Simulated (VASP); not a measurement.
# Mg3Sb2 (P-3m1) in VASP: a series of runs

The runs below take Mg3Sb2 through single point, with r2SCAN.

All numbers are computed with VASP 6.6.1; they aren't measurements. Logs are shortened: lines on timing, memory, paths and dates and some standing lists are left out, and cuts for length are marked.

## 1. The cell of the first run

It takes space group P-3m1 (No. 164, trigonal). The conventional cell has a = 4.604 Å, b = 4.604 Å, c = 7.174 Å, α = 90.00°, β = 90.00°, γ = 120.00°. Sb (site symmetry 3m) has 7 Mg at 2.77 to 3.19 Å within 3.6 Å. Mg (site symmetry -3m) has 6 Sb at 3.19 Å and 6 Mg at 3.67 Å within 4.2 Å. Mg (site symmetry 3m) has 4 Sb at 2.77 to 2.87 Å and 6 Mg at 3.39 to 3.67 Å within 3.7 Å.

## 2. Single point, r2SCAN

Contents of POSCAR:

```
Mg3Sb2
1.0
    4.6042563207      0.0000000000      0.0000000000
   -2.3021281604      3.9874029393      0.0000000000
    0.0000000000      0.0000000000      7.1741281828
Sb Mg
2 3
Direct
    0.3333333333      0.6666666667      0.2467000000
    0.6666666667      0.3333333333      0.7533000000
    0.0000000000      0.0000000000      0.0000000000
    0.3333333333      0.6666666667      0.6470000000
    0.6666666667      0.3333333333      0.3530000000
```

Contents of INCAR.step1:

```
SYSTEM = Mg3Sb2
PREC = Accurate ; ENCUT = 660
ISMEAR = 0 ; SIGMA = 0.05
LREAL = .False. ; LASPH = .True.
NELM = 120 ; NBANDS = 16
GGA = PE ; ALGO = Normal
EDIFF = 1E-5 ; LWAVE = .True.
LCHARG = .False. ; GGA_COMPAT = .False.
```

Contents of INCAR.step2:

```
SYSTEM = Mg3Sb2
PREC = Accurate ; ENCUT = 660
EDIFF = 1E-6 ; ISMEAR = 0
SIGMA = 0.05 ; LREAL = .False.
LASPH = .True. ; NELM = 120
ALGO = Normal ; ISIF = 2
LWAVE = .False. ; LCHARG = .True.
METAGGA = R2SCAN ; LMIXTAU = .True.
LELF = .True. ; LVHAR = .True.
NBANDS = 16 ; ISTART = 1
GGA_COMPAT = .False.
```

Contents of KPOINTS:

```
Automatic mesh
0
Gamma
  8 8 4
  0 0 0
```

Potentials or basis: VASP PAW PBE potentials, release 64 (Sb, Mg).

Run with:

```console
$ cat potpaw_PBE.64/Sb/POTCAR potpaw_PBE.64/Mg/POTCAR > POTCAR
$ cp INCAR.step1 INCAR
$ mpirun -np 1 vasp_std > vasp.out
$ cp INCAR.step2 INCAR
$ mpirun -np 1 vasp_std > vasp.out
```

OUTCAR:

```text
SYSTEM = Mg3Sb2
   PREC = Accurate
   ENCUT = 660
   EDIFF = 1E-6
   ISMEAR = 0
   LREAL = .False.
   LASPH = .True.
   NELM = 120
   ISIF = 2
   METAGGA = R2SCAN
   ISTART = 1

 ion  position               nearest neighbor table
   1  0.333  0.667  0.247-   5 2.77   5 2.77   5 2.77   4 2.87   3 3.19   3 3.19   3 3.19
   2  0.667  0.333  0.753-   4 2.77   4 2.77   4 2.77   5 2.87   3 3.19   3 3.19   3 3.19
   3  0.000  0.000  0.000-   1 3.19   2 3.19   2 3.19   1 3.19   2 3.19   1 3.19
   4  0.333  0.667  0.647-   2 2.77   2 2.77   2 2.77   1 2.87   5 3.39   5 3.39   5 3.39
   5  0.667  0.333  0.353-   1 2.77   1 2.77   1 2.77   2 2.87   4 3.39   4 3.39   4 3.39

  LATTYP: Found a hexagonal cell.
 ALAT       =     4.6042563207
 C/A-ratio  =     1.5581513459

  Lattice vectors:

 A1 = (   4.6042563207,   0.0000000000,   0.0000000000)
 A2 = (  -2.3021281604,   3.9874029393,   0.0000000000)
 A3 = (   0.0000000000,   0.0000000000,   7.1741281828)

Analysis of symmetry for initial positions (statically):
=====================================================================
 Subroutine PRICEL returns:
 Original cell was already a primitive cell.

 Routine SETGRP: Setting up the symmetry group for a
 hexagonal supercell.

 Subroutine GETGRP returns: Found 12 space group operations
 (whereof 12 operations were pure point group operations)
 out of a pool of 24 trial point group operations.

The static configuration has the point symmetry D_3d.

Analysis of symmetry for dynamics (positions and initial velocities):
=====================================================================
 Subroutine PRICEL returns:
 Original cell was already a primitive cell.

 Routine SETGRP: Setting up the symmetry group for a
 hexagonal supercell.

 Subroutine GETGRP returns: Found 12 space group operations
 (whereof 12 operations were pure point group operations)
 out of a pool of 24 trial point group operations.

The dynamic configuration has the point symmetry D_3d.

 Subroutine INISYM returns: Found 12 space group operations
 (whereof 12 operations are pure point group operations),
 and found     1 'primitive' translations

----------------------------------------------------------------------------------------

                                     Primitive cell

  volume of cell :     131.7100

  direct lattice vectors                    reciprocal lattice vectors
     4.604256321  0.000000000  0.000000000     0.217190341  0.125394902  0.000000000
    -2.302128160  3.987402939  0.000000000     0.000000000  0.250789804  0.000000000
     0.000000000  0.000000000  7.174128183     0.000000000  0.000000000  0.139389759

  length of vectors
     4.604256321  4.604256321  7.174128183     0.250789804  0.250789804  0.139389759

  position of ions in fractional coordinates (direct lattice)
     0.333333333  0.666666667  0.246700000
     0.666666667  0.333333333  0.753300000
     0.000000000  0.000000000  0.000000000
     0.333333333  0.666666667  0.647000000
     0.666666667  0.333333333  0.353000000

  ion indices of the primitive-cell ions
   primitive index   ion index
                 1           1
                 2           2
                 3           3
                 4           4
                 5           5

----------------------------------------------------------------------------------------

 KPOINTS: Automatic mesh

Automatic generation of k-mesh.
 Grid dimensions read from file:
 generate k-points for:    8    8    4

 Generating k-lattice:

  Cartesian coordinates                     Fractional coordinates (reciprocal lattice)
     0.027148793  0.015674363  0.000000000     0.125000000  0.000000000  0.000000000
     0.000000000  0.031348725  0.000000000     0.000000000  0.125000000  0.000000000
     0.000000000  0.000000000  0.034847440     0.000000000  0.000000000  0.250000000

  Length of vectors
     0.031348725  0.031348725  0.034847440

  Shift w.r.t. Gamma in fractional coordinates (k-lattice)
     0.000000000  0.000000000  0.000000000

 Subroutine IBZKPT returns following result:
 ===========================================

 Found     35 irreducible k-points:

 Following reciprocal coordinates:
            Coordinates               Weight
  0.000000  0.000000  0.000000      1.000000
  0.125000 -0.000000  0.000000      6.000000
  0.250000 -0.000000  0.000000      6.000000
  0.375000  0.000000  0.000000      6.000000
  0.500000 -0.000000  0.000000      3.000000
  0.125000  0.125000  0.000000      6.000000
[... 16 lines left out ...]
 -0.125000  0.500000  0.250000     12.000000
  0.250000  0.250000  0.250000     12.000000
 [... further k-points ...]
   k-points           NKPTS =     35   k-points in BZ     NKDIM =     35   number of bands    NBANDS=     16
   number of dos      NEDOS =    301   number of ions     NIONS =      5
   total plane-waves  NPLWV =  96000
   dimension x,y,z NGX =    40 NGY =   40 NGZ =   60
   dimension x,y,z NGXF=    80 NGYF=   80 NGZF=  120
   ions per type =               2   3
   NGX,Y,Z   is equivalent  to a cutoff of  14.44, 14.44, 13.90 a.u.
   NGXF,Y,Z  is equivalent  to a cutoff of  28.89, 28.89, 27.81 a.u.
 SYSTEM =  Mg3Sb2
   PREC   = accura    normal or accurate (medium, high low for compatibility)
   ISTART =      1    job   : 0-new  1-cont  2-samecut
   ICHARG =      0    charge: 1-file 2-atom 10-const
   ISPIN  =      1    spin polarized calculation?
   LNONCOLLINEAR =      F non collinear calculations
   LSORBIT =      F    spin-orbit coupling
   LASPH  =      T    aspherical Exc in radial PAW
   ENCUT  =  660.0 eV  48.51 Ry    6.96 a.u.   9.64  9.64 15.03*2*pi/ulx,y,z
   NELM   =    120;   NELMIN=  2; NELMDL=  0     # of ELM steps
   EDIFF  = 0.1E-05   stopping-criterion for ELM
   LREAL  =      F    real-space projection
   EDIFFG = 0.1E-04   stopping-criterion for IOM
   NSW    =      0    number of steps for IOM
   IBRION =     -1    ionic relax: 0-MD 1-quasi-New 2-CG
   NFREE  =      0    steps in history (QN), initial steepest desc. (CG)
   ISIF   =      2    stress and relaxation
   ISYM   =      2    0-nonsym 1-usesym 2-fastsym
   POTIM  = 0.5000    time-step for ionic-motion
   TEBEG  =    0.0;   TEEND  =   0.0 temperature during run
   PSTRESS=    0.0 pullay stress
   NELECT =      16.0000    total number of electrons
   NUPDOWN=      -1.0000    fix difference up-down
   EMIN   =  10.00;   EMAX   =-10.00  energy-range for DOS
   EFERMI =   0.00;   METHOD = LEGACY
   ISMEAR =     0;   SIGMA  =   0.05  broadening in eV -4-tet -1-fermi 0-gaus
   EFERMI_NEDOS =   21; number of points for ismear=-14 and -15
   IALGO  =     38    algorithm
   IMIX   =      4    mixing-type and parameters
     AMIX     =   0.40;   BMIX     =  1.00
     AMIX_MAG =   1.60;   BMIX_MAG =  1.00
  volume/ion in A,a.u.               =      26.34       177.76
  Fermi-wavevector in a.u.,A,eV,Ry     =   0.810790  1.532172  8.944212  0.657381
  Thomas-Fermi vector in A             =   1.920031
   LORBIT       =      0    0 simple, 1 ext, 2 COOP (PROOUT), +10 PAW based schemes
   METAGGA = R2SCAN    functional components
   LHFCALC =     F    Hartree Fock is set to
   AEXX    =    0.0000 exact exchange contribution
   IVDW    =     0    specifies the selected vdW correction
   LEPSILON=     F    determine dielectric tensor
   LRPA    =     F    only Hartree local field effects (RPA)
 non-spin polarized calculation
 Gauss-broadening in eV      SIGMA  =   0.05
  energy-cutoff  :      660.00
  volume of cell :      131.71
 maximum number of plane-waves:      5098
 NGX is ok and might be reduce to    40
   NGX = 19   NGY = 19   NGZ = 31

 number of electron      16.0000000 magnetization

 Free energy of the ion-electron system (eV)
  ---------------------------------------------------
  ext. energy  EPLUGINS =         0.00000000
  ---------------------------------------------------
  free energy    TOTEN  =       -66.13507476 eV

  energy without entropy =      -66.13507476  energy(sigma->0) =      -66.13507476

 E-fermi :   4.5122     XC(G=0):  -9.1403

 val. band max:        4.3012274466   @ k =   0.0000   0.0000   0.0000
 cond. band min:       5.0175470888   @ k =   0.0000   0.3750   0.2500
 fundamental gap:      0.7163196423
 Fermi energy:         4.5121626000

 k-point     1 :       0.0000    0.0000    0.0000
  band No.  band energies     occupation
      1      -6.3888      2.00000
      2      -5.0902      2.00000
      3      -0.5929      2.00000
      4       3.0013      2.00000
      5       3.0013      2.00000
      6       3.7788      2.00000
[... 8 lines left out ...]
     15       8.9562      0.00000
     16       9.7460      0.00000

 k-point     2 :       0.1250   -0.0000    0.0000
  band No.  band energies     occupation
      1      -6.2786      2.00000
      2      -5.0259      2.00000
      3      -0.4561      2.00000
      4       2.1317      2.00000
      5       2.7306      2.00000
      6       2.9781      2.00000
[... 8 lines left out ...]
     15       8.9624      0.00000
     16       9.3378      0.00000

 k-point     3 :       0.2500   -0.0000    0.0000
  band No.  band energies     occupation
      1      -5.9685      2.00000
      2      -4.8759      2.00000
      3      -0.0644      2.00000
      4       0.8404      2.00000
      5       1.7595      2.00000
      6       2.2773      2.00000
[... 8 lines left out ...]
     15       9.3252      0.00000
     16       9.8604      0.00000

 k-point     4 :       0.3750    0.0000    0.0000
  band No.  band energies     occupation
      1      -5.5421      2.00000
      2      -4.7765      2.00000
      3      -0.1553      2.00000
      4       0.6148      2.00000
      5       0.7889      2.00000
      6       1.9434      2.00000
[... 8 lines left out ...]
     15      10.6346      0.00000
     16      10.8116      0.00000
[... 324 lines left out ...]
 k-point    22 :       0.3750    0.1250    0.2500
  band No.  band energies     occupation
      1      -5.2169      2.00000
      2      -4.8585      2.00000
      3      -0.3845      2.00000
      4       0.0166      2.00000
      5       1.2056      2.00000
      6       1.9515      2.00000
[... 8 lines left out ...]
     15      10.6029      0.00000
     16      11.1745      0.00000

 k-point    23 :      -0.1250    0.5000    0.2500
  band No.  band energies     occupation
      1      -5.2251      2.00000
      2      -4.8466      2.00000
      3      -0.5247      2.00000
      4       0.1641      2.00000
      5       1.2916      2.00000
      6       1.9110      2.00000
[... 8 lines left out ...]
     15      10.4492      0.00000
     16      10.8791      0.00000

 k-point    24 :       0.2500    0.2500    0.2500
  band No.  band energies     occupation
      1      -5.2408      2.00000
      2      -4.8399      2.00000
      3      -0.1200      2.00000
      4       0.1317      2.00000
      5       0.9499      2.00000
      6       1.6766      2.00000
[... 8 lines left out ...]
     15       9.7943      0.00000
     16      10.7286      0.00000

 [... further k-points ...]
[... 5 lines left out ...]
  --------------------------------------------------------------------------------------
  -------------------------------------------------------------------------------------
  Total        0.3489594      0.3489594      0.8671026     -0.0000000      0.0000000      0.0000000
  in kB        4.2448926      4.2448926     10.5478102     -0.0000000      0.0000000      0.0000000
  external PRESSURE =       6.3458651 kB  Pullay stress =       0.0000000 kB

 VOLUME and BASIS-vectors are now :
 -----------------------------------------------------------------------------
  energy-cutoff  :      660.00
  volume of cell :      131.71
      direct lattice vectors                 reciprocal lattice vectors
     4.604256321  0.000000000  0.000000000     0.217190341  0.125394902  0.000000000
    -2.302128160  3.987402939  0.000000000     0.000000000  0.250789804  0.000000000
     0.000000000  0.000000000  7.174128183     0.000000000  0.000000000  0.139389759

 POSITION                                       TOTAL-FORCE (eV/Angst)
 -----------------------------------------------------------------------------------
     -0.00000      2.65827      1.76986         0.000000     -0.000000     -0.780130
      2.30213      1.32913      5.40427        -0.000000      0.000000      0.780130
      0.00000      0.00000      0.00000        -0.000000      0.000000      0.000000
     -0.00000      2.65827      4.64166        -0.000000     -0.000000     -0.163600
      2.30213      1.32913      2.53247         0.000000      0.000000      0.163600
 -----------------------------------------------------------------------------------
    total drift:                                0.000000      0.000000      0.000000

  FREE ENERGIE OF THE ION-ELECTRON SYSTEM (eV)
  ---------------------------------------------------
  free  energy   TOTEN  =       -66.1350747614 eV

  energy  without entropy=      -66.1350747614  energy(sigma->0) =      -66.13507476
```

Run time: 6.2 min. Hardware: 1 thread of Intel Xeon Platinum 8259CL at 2.50GHz (Skylake/Cascade Lake), shared host; peak memory 0.4 GiB.

Results:

```yaml
Free_energy: -66.1351 eV
Pressure: 0.6 GPa
Largest_force: 0.780 eV/Å
Band_gap_on_the_k_mesh: 0.72 eV (least direct gap 1.75 eV)
```

Forces on the atoms (eV/Å):
```
Sb   0.000  0.000 -0.780
Sb   0.000  0.000  0.780
Mg   0.000  0.000  0.000
Mg   0.000  0.000 -0.164
Mg   0.000  0.000  0.164
```

Stress tensor (GPa, compression positive):
```
0.42 0.00 0.00
0.00 0.42 0.00
0.00 0.00 1.05
```

Levels at points of the mesh, in eV from the valence-band top:
| k point | band 4 | band 5 | band 6 | band 7 | band 8 | band 9 | band 10 | band 11 | band 12 | band 13 |
| --- | --- | --- | --- | --- | --- | --- | --- | --- | --- | --- |
| (0.00, 0.00, 0.00) | -1.30 | -1.30 | -0.52 | -0.52 | 0.00 | 1.75 | 1.75 | 3.26 | 3.26 | 4.48 |
| (0.50, 0.00, 0.00) | -3.91 | -3.18 | -2.48 | -2.15 | -1.06 | 0.82 | 2.39 | 2.47 | 3.30 | 6.08 |
| (0.00, 0.00, 0.50) | -2.90 | -1.05 | -1.05 | -0.80 | -0.80 | 2.18 | 2.43 | 3.02 | 3.02 | 3.76 |
| (0.50, 0.00, 0.50) | -4.77 | -1.96 | -1.86 | -1.59 | -1.51 | 0.81 | 1.81 | 2.24 | 2.70 | 5.34 |

Caveat: the PAW data sets were made with another functional, which shifts forces and pressure a little; spin-orbit coupling is left out, which moves the levels of the heavy elements.

## 3. Single point, r2SCAN

Contents of POSCAR:

```
Mg3Sb2
1.0
    4.5759705415      0.0000000000      0.0000000000
   -2.2879852708      3.9629067359      0.0000000000
    0.0000000000      0.0000000000      7.2630942214
Sb Mg
2 3
Direct
    0.3333333333      0.6666666667      0.2290779916
    0.6666666667      0.3333333333      0.7709220084
    0.0000000000      0.0000000000      0.0000000000
    0.3333333333      0.6666666667      0.6338616303
    0.6666666667      0.3333333333      0.3661383697
```

Contents of INCAR.step1:

```
ALGO = Normal ; EDIFF = 1E-5
ENCUT = 660 ; GGA = PE
GGA_COMPAT = False ; ISMEAR = 0
LASPH = True ; LCHARG = False
LREAL = False ; LWAVE = True
NBANDS = 16 ; NELM = 120
PREC = Accurate ; SIGMA = 0.05
```

Contents of INCAR.step2:

```
ALGO = Normal ; EDIFF = 1E-6
ENCUT = 660 ; GGA_COMPAT = False
ISIF = 2 ; ISMEAR = 0
ISTART = 1 ; LASPH = True
LCHARG = False ; LMIXTAU = True
LREAL = False ; LWAVE = False
METAGGA = R2SCAN ; NBANDS = 16
NELM = 120 ; PREC = Accurate
SIGMA = 0.05
```

Contents of KPOINTS:

```
k-points
0
Gamma
  8 8 4
```

Potentials or basis: VASP PAW PBE potentials, release 64 (Sb, Mg).

Run with:

```console
$ cat potpaw_PBE.64/Sb/POTCAR potpaw_PBE.64/Mg/POTCAR > POTCAR
$ cp INCAR.step1 INCAR
$ mpirun -np 1 vasp_std > vasp.out
$ cp INCAR.step2 INCAR
$ mpirun -np 1 vasp_std > vasp.out
```

OUTCAR:

```text
EDIFF = 1E-6
   ENCUT = 660
   ISIF = 2
   ISMEAR = 0
   ISTART = 1
   LASPH = True
   LREAL = False
   METAGGA = R2SCAN
   NELM = 120
   PREC = Accurate

 ion  position               nearest neighbor table
   1  0.333  0.667  0.229-   5 2.82   5 2.82   5 2.82   4 2.94   3 3.12   3 3.12   3 3.12
   2  0.667  0.333  0.771-   4 2.82   4 2.82   4 2.82   5 2.94   3 3.12   3 3.12   3 3.12
   3  0.000  0.000  0.000-   1 3.12   2 3.12   2 3.12   1 3.12   2 3.12   1 3.12
[... 664 lines left out ...]
  -------------------------------------------------------------------------------------
  Total       -0.2242912     -0.2242912     -0.2382078      0.0000000      0.0000000      0.0000000
  in kB       -2.7283749     -2.7283749     -2.8976627      0.0000000      0.0000000      0.0000000
  external PRESSURE =      -2.7848042 kB  Pullay stress =       0.0000000 kB

 VOLUME and BASIS-vectors are now :
 -----------------------------------------------------------------------------
  energy-cutoff  :      660.00
  volume of cell :      131.71
      direct lattice vectors                 reciprocal lattice vectors
     4.575970542  0.000000000  0.000000000     0.218532875  0.126170014  0.000000000
    -2.287985271  3.962906736  0.000000000     0.000000000  0.252340029  0.000000000
     0.000000000  0.000000000  7.263094221     0.000000000  0.000000000  0.137682366

 POSITION                                       TOTAL-FORCE (eV/Angst)
 -----------------------------------------------------------------------------------
     -0.00000      2.64194      1.66382         0.000000     -0.000000     -0.013618
      2.28799      1.32097      5.59928         0.000000      0.000000      0.013618
      0.00000      0.00000      0.00000         0.000000      0.000000     -0.000000
     -0.00000      2.64194      4.60380        -0.000000     -0.000000     -0.011786
      2.28799      1.32097      2.65930        -0.000000      0.000000      0.011786
 -----------------------------------------------------------------------------------
    total drift:                                0.000000     -0.000000     -0.000000

  FREE ENERGIE OF THE ION-ELECTRON SYSTEM (eV)
  ---------------------------------------------------
  free  energy   TOTEN  =       -66.2613574068 eV

  energy  without entropy=      -66.2613574068  energy(sigma->0) =      -66.26135741
```

Wall time 7.2 min (1 thread of Intel Xeon Platinum 8259CL at 2.50GHz (Skylake/Cascade Lake), shared host); peak memory 0.4 GiB.

Results:

- Free energy: -66.2614 eV
- Pressure: -0.3 GPa
- Largest force: 0.014 eV/Å
- Band gap on the k mesh: 0.69 eV (least direct gap 1.75 eV)

Forces in eV/Å, atoms in the order of the input:
```
Sb   0.000  0.000 -0.014
Sb   0.000  0.000  0.014
Mg   0.000  0.000  0.000
Mg   0.000  0.000 -0.012
Mg   0.000  0.000  0.012
```

Caveat: the PAW data sets were made with another functional, which shifts forces and pressure a little; spin-orbit coupling is left out, which moves the levels of the heavy elements. A k mesh can miss the band edges.
